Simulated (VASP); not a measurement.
# Be (Fm-3m) in VASP: further runs

The runs below take Be through single point, with PBEsol.

All numbers are computed with VASP 6.6.1; they aren't measurements. Logs are shortened: lines on timing, memory, paths and dates and some standing lists are left out, and cuts for length are marked.

**1. The cell of the first run**

Symmetry: Fm-3m, No. 225, cubic system. Conventional cell: a = 2.859 Å, b = 2.859 Å, c = 2.859 Å, α = 90.00°, β = 90.00°, γ = 90.00°. Be (site symmetry m-3m) has 12 Be at 2.02 Å within 2.7 Å.

**2. Single point, PBEsol (volume scaled by 0.75)**

File INCAR:

```
PREC = Accurate ; ENCUT = 520
EDIFF = 1E-6 ; ISMEAR = -1
SIGMA = 0.05 ; LREAL = False
LASPH = True ; NELM = 100
ALGO = Normal ; ISIF = 2
LWAVE = False ; LCHARG = False
GGA = PS ; NBANDS = 7
```

File KPOINTS:

```
Automatic mesh
0
Gamma
  23 23 23
```

File POSCAR:

```
Be
1.0
    0.0000000000      1.4296780417      1.4296780417
    1.4296780417      0.0000000000      1.4296780417
    1.4296780417      1.4296780417      0.0000000000
Be
1
Direct
    0.0000000000      0.0000000000      0.0000000000
```

Potentials or basis: VASP PAW PBE potentials, release 64 (Be).

Run with:

```
> cat potpaw_PBE.64/Be/POTCAR > POTCAR
> mpirun -np 1 vasp_std > vasp.out
```

OUTCAR:

```text
PREC = Accurate
   ENCUT = 520
   EDIFF = 1E-6
   ISMEAR = -1
   LREAL = False
   LASPH = True
   NELM = 100
   ISIF = 2
   GGA = PS

 ion  position               nearest neighbor table
   1  0.000  0.000  0.000-

  LATTYP: Found a face centered cubic cell.
 ALAT       =     2.8593560834

  Lattice vectors:

 A1 = (   0.0000000000,   1.4296780417,   1.4296780417)
 A2 = (   1.4296780417,   0.0000000000,   1.4296780417)
 A3 = (   1.4296780417,   1.4296780417,   0.0000000000)

Analysis of symmetry for initial positions (statically):
=====================================================================
 Subroutine PRICEL returns:
 Original cell was already a primitive cell.

 Routine SETGRP: Setting up the symmetry group for a
 face centered cubic supercell.

 Subroutine GETGRP returns: Found 48 space group operations
 (whereof 48 operations were pure point group operations)
 out of a pool of 48 trial point group operations.

The static configuration has the point symmetry O_h .

Analysis of symmetry for dynamics (positions and initial velocities):
=====================================================================
 Subroutine PRICEL returns:
 Original cell was already a primitive cell.

 Routine SETGRP: Setting up the symmetry group for a
 face centered cubic supercell.

 Subroutine GETGRP returns: Found 48 space group operations
 (whereof 48 operations were pure point group operations)
 out of a pool of 48 trial point group operations.

The dynamic configuration has the point symmetry O_h .

 Subroutine INISYM returns: Found 48 space group operations
 (whereof 48 operations are pure point group operations),
 and found     1 'primitive' translations

----------------------------------------------------------------------------------------

                                     Primitive cell

  volume of cell :       5.8445

  direct lattice vectors                    reciprocal lattice vectors
     0.000000000  1.429678042  1.429678042    -0.349729090  0.349729090  0.349729090
     1.429678042  0.000000000  1.429678042     0.349729090 -0.349729090  0.349729090
     1.429678042  1.429678042  0.000000000     0.349729090  0.349729090 -0.349729090

  length of vectors
     2.021870076  2.021870076  2.021870076     0.605748552  0.605748552  0.605748552

  position of ions in fractional coordinates (direct lattice)
     0.000000000  0.000000000  0.000000000

  ion indices of the primitive-cell ions
   primitive index   ion index
                 1           1

----------------------------------------------------------------------------------------

 KPOINTS: Automatic mesh

Automatic generation of k-mesh.
 Grid dimensions read from file:
 generate k-points for:   23   23   23

 Generating k-lattice:

  Cartesian coordinates                     Fractional coordinates (reciprocal lattice)
    -0.015205613  0.015205613  0.015205613     0.043478261  0.000000000  0.000000000
     0.015205613 -0.015205613  0.015205613     0.000000000  0.043478261  0.000000000
     0.015205613  0.015205613 -0.015205613     0.000000000  0.000000000  0.043478261

  Length of vectors
     0.026336894  0.026336894  0.026336894

  Shift w.r.t. Gamma in fractional coordinates (k-lattice)
     0.000000000  0.000000000  0.000000000

 Subroutine IBZKPT returns following result:
 ===========================================

 Found    364 irreducible k-points:

 Following reciprocal coordinates:
            Coordinates               Weight
  0.000000  0.000000  0.000000      1.000000
  0.043478  0.000000  0.000000      8.000000
  0.086957  0.000000  0.000000      8.000000
  0.130435  0.000000  0.000000      8.000000
  0.173913  0.000000  0.000000      8.000000
  0.217391  0.000000  0.000000      8.000000
[... 16 lines left out ...]
  0.478261  0.043478  0.000000     24.000000
 -0.478261  0.043478  0.000000     24.000000
 [... further k-points ...]
   k-points           NKPTS =    364   k-points in BZ     NKDIM =    364   number of bands    NBANDS=      7
   number of dos      NEDOS =    301   number of ions     NIONS =      1
   total plane-waves  NPLWV =   4096
   dimension x,y,z NGX =    16 NGY =   16 NGZ =   16
   dimension x,y,z NGXF=    32 NGYF=   32 NGZF=   32
   ions per type =               1
   NGX,Y,Z   is equivalent  to a cutoff of  13.16, 13.16, 13.16 a.u.
   NGXF,Y,Z  is equivalent  to a cutoff of  26.31, 26.31, 26.31 a.u.
 SYSTEM =  unknown system
   PREC   = accura    normal or accurate (medium, high low for compatibility)
   ISTART =      0    job   : 0-new  1-cont  2-samecut
   ICHARG =      2    charge: 1-file 2-atom 10-const
   ISPIN  =      1    spin polarized calculation?
   LNONCOLLINEAR =      F non collinear calculations
   LSORBIT =      F    spin-orbit coupling
   LASPH  =      T    aspherical Exc in radial PAW
   ENCUT  =  520.0 eV  38.22 Ry    6.18 a.u.   3.76  3.76  3.76*2*pi/ulx,y,z
   NELM   =    100;   NELMIN=  2; NELMDL= -5     # of ELM steps
   EDIFF  = 0.1E-05   stopping-criterion for ELM
   LREAL  =      F    real-space projection
   EDIFFG = 0.1E-04   stopping-criterion for IOM
   NSW    =      0    number of steps for IOM
   IBRION =     -1    ionic relax: 0-MD 1-quasi-New 2-CG
   NFREE  =      0    steps in history (QN), initial steepest desc. (CG)
   ISIF   =      2    stress and relaxation
   ISYM   =      2    0-nonsym 1-usesym 2-fastsym
   POTIM  = 0.5000    time-step for ionic-motion
   TEBEG  =    0.0;   TEEND  =   0.0 temperature during run
   PSTRESS=    0.0 pullay stress
   NELECT =       2.0000    total number of electrons
   NUPDOWN=      -1.0000    fix difference up-down
   EMIN   =  10.00;   EMAX   =-10.00  energy-range for DOS
   EFERMI =   0.00;   METHOD = LEGACY
   ISMEAR =    -1;   SIGMA  =   0.05  broadening in eV -4-tet -1-fermi 0-gaus
   EFERMI_NEDOS =   21; number of points for ismear=-14 and -15
   IALGO  =     38    algorithm
   IMIX   =      4    mixing-type and parameters
     AMIX     =   0.40;   BMIX     =  1.00
     AMIX_MAG =   1.60;   BMIX_MAG =  1.00
  volume/ion in A,a.u.               =       5.84        39.44
  Fermi-wavevector in a.u.,A,eV,Ry     =   1.145082  2.163891 17.840133  1.311213
  Thomas-Fermi vector in A             =   2.281772
   LORBIT       =      0    0 simple, 1 ext, 2 COOP (PROOUT), +10 PAW based schemes
   GGA     = PS    functional components
   LHFCALC =     F    Hartree Fock is set to
   AEXX    =    0.0000 exact exchange contribution
   IVDW    =     0    specifies the selected vdW correction
   LEPSILON=     F    determine dielectric tensor
   LRPA    =     F    only Hartree local field effects (RPA)
 non-spin polarized calculation
  energy-cutoff  :      520.00
  volume of cell :        5.84
 maximum number of plane-waves:       169
   NGX =  7   NGY =  7   NGZ =  7

 number of electron       2.0000000 magnetization

 Free energy of the ion-electron system (eV)
  ---------------------------------------------------
  ext. energy  EPLUGINS =         0.00000000
  ---------------------------------------------------
  free energy    TOTEN  =        -3.63046925 eV

  energy without entropy =       -3.63019317  energy(sigma->0) =       -3.63033121

 E-fermi :  10.3540     XC(G=0): -11.6486

 val. band max:       10.3507533758   @ k =  -0.3478   0.3913   0.0435
 cond. band min:      10.5171872562   @ k =  -0.3478   0.3478   0.0435
 fundamental gap:      0.1664338804
 Fermi energy:        10.3540265344

 k-point     1 :       0.0000    0.0000    0.0000
  band No.  band energies     occupation
      1      -3.2573      2.00000
      2      34.9638      0.00000
      3      34.9638      0.00000
      4      34.9638      0.00000
      5      45.5494      0.00000
      6      45.5494      0.00000
      7      45.5494      0.00000

 k-point     2 :       0.0435    0.0000    0.0000
  band No.  band energies     occupation
      1      -3.1894      2.00000
      2      34.2660      0.00000
      3      34.8101      0.00000
      4      34.8101      0.00000
      5      44.4751      0.00000
      6      45.8341      0.00000
      7      45.8341      0.00000

 k-point     3 :       0.0870    0.0000    0.0000
  band No.  band energies     occupation
      1      -2.9856      2.00000
      2      32.3691      0.00000
      3      34.4037      0.00000
      4      34.4037      0.00000
      5      43.6878      0.00000
      6      46.5917      0.00000
      7      46.5917      0.00000

 k-point     4 :       0.1304    0.0000    0.0000
  band No.  band energies     occupation
      1      -2.6457      2.00000
      2      29.7755      0.00000
      3      33.8599      0.00000
      4      33.8599      0.00000
      5      43.6681      0.00000
      6      47.5195      0.00000
      7      47.5195      0.00000

 k-point     5 :       0.1739    0.0000    0.0000
  band No.  band energies     occupation
      1      -2.1697      2.00000
      2      26.9253      0.00000
      3      33.2823      0.00000
      4      33.2823      0.00000
      5      44.1367      0.00000
      6      47.9768      0.00000
      7      47.9768      0.00000
[... 161 lines left out ...]
 k-point    22 :       0.4348    0.0435    0.0000
  band No.  band energies     occupation
      1       2.7335      2.00000
      2      13.0733      0.00000
      3      30.5482      0.00000
      4      31.4771      0.00000
      5      40.2436      0.00000
      6      43.4280      0.00000
      7      46.4888      0.00000

 k-point    23 :       0.4783    0.0435    0.0000
  band No.  band energies     occupation
      1       3.5014      2.00000
      2      11.8214      0.00000
      3      30.6949      0.00000
      4      31.1105      0.00000
      5      40.0838      0.00000
      6      42.7811      0.00000
      7      46.2507      0.00000

 k-point    24 :      -0.4783    0.0435    0.0000
  band No.  band energies     occupation
      1       3.7341      2.00000
      2      11.4667      0.00000
      3      30.8037      0.00000
      4      30.9366      0.00000
      5      40.2071      0.00000
      6      42.4090      0.00000
      7      46.2446      0.00000

 [... further k-points ...]
[... 5 lines left out ...]
  --------------------------------------------------------------------------------------
  -------------------------------------------------------------------------------------
  Total        2.1206334      2.1206334      2.1206334     -0.0000000      0.0000000      0.0000000
  in kB      581.3416474    581.3416474    581.3416474     -0.0000000      0.0000000      0.0000000
  external PRESSURE =     581.3416474 kB  Pullay stress =       0.0000000 kB

 VOLUME and BASIS-vectors are now :
 -----------------------------------------------------------------------------
  energy-cutoff  :      520.00
  volume of cell :        5.84
      direct lattice vectors                 reciprocal lattice vectors
     0.000000000  1.429678042  1.429678042    -0.349729090  0.349729090  0.349729090
     1.429678042  0.000000000  1.429678042     0.349729090 -0.349729090  0.349729090
     1.429678042  1.429678042  0.000000000     0.349729090  0.349729090 -0.349729090

 POSITION                                       TOTAL-FORCE (eV/Angst)
 -----------------------------------------------------------------------------------
      0.00000      0.00000      0.00000         0.000000      0.000000     -0.000000
 -----------------------------------------------------------------------------------
    total drift:                                0.000000     -0.000000     -0.000000

  FREE ENERGIE OF THE ION-ELECTRON SYSTEM (eV)
  ---------------------------------------------------
  free  energy   TOTEN  =        -3.6304692466 eV

  energy  without entropy=       -3.6301931745  energy(sigma->0) =       -3.63033121
```

Wall time 9.3 s (1 thread of AMD EPYC 7R13 (Zen 3), shared host); peak memory 0.09 GiB.

Results:

```yaml
Free_energy: -3.6305 eV
Pressure: 58.1 GPa
Band_gap_on_the_k_mesh: zero (band 1 reaches 11.09 eV, above the bottom of band 2 at 10.29 eV)
```

Levels at points of the mesh, in eV from the Fermi level:
```csv
k point,band 1,band 2,band 3,band 4,band 5,band 6
"(0.00, 0.00, 0.00)",-13.61,24.61,24.61,24.61,35.20,35.20
```

Caveat: the PAW data sets were made with another functional, which shifts forces and pressure a little.

**3. Single point, PBEsol (volume scaled by 0.75)**

File INCAR:

```
SYSTEM = Be
ALGO     = Normal         ! electronic algorithm
EDIFF    = 1E-6           ! SCF threshold, eV
ENCUT    = 520            ! plane-wave cutoff, eV
GGA      = PS             ! functional
ISIF     = 2              ! what is computed and relaxed
ISMEAR   = -1             ! smearing method
LASPH    = .TRUE.         ! aspherical terms in the spheres
LCHARG   = .TRUE.         ! write CHGCAR
LELF     = .TRUE.         ! ELF
LREAL    = .FALSE.        ! projectors in reciprocal space
LVHAR    = .TRUE.       
LWAVE    = .FALSE.        ! write WAVECAR
NBANDS   = 7              ! bands
NELM     = 60             ! most SCF steps
PREC     = Accurate       ! precision mode
SIGMA    = 0.05           ! smearing width, eV
```

File KPOINTS:

```
k-points
0
G
  23 23 23
  0 0 0
```

POSCAR is that of step 2.

Potentials or basis: VASP PAW PBE potentials, release 64 (Be).

Run with:

```
> cat potpaw_PBE.64/Be/POTCAR > POTCAR
> mpirun -np 1 vasp_std > vasp.out
```

Wall time 9.3 s (1 thread of AMD EPYC 7R13 (Zen 3), shared host); peak memory 0.09 GiB.

The run converged. Its results:

```yaml
Free_energy: -3.6305 eV
Pressure: 58.1 GPa
Band_gap_on_the_k_mesh: zero (band 1 reaches 11.09 eV, above the bottom of band 2 at 10.29 eV)
```

Levels at points of the mesh, in eV from the Fermi level:
| k point | band 1 | band 2 | band 3 | band 4 | band 5 |
| --- | --- | --- | --- | --- | --- |
| (0.00, 0.00, 0.00) | -13.61 | 24.61 | 24.61 | 24.61 | 35.20 |

Caveat: the PAW data sets were made with another functional, which shifts forces and pressure a little.
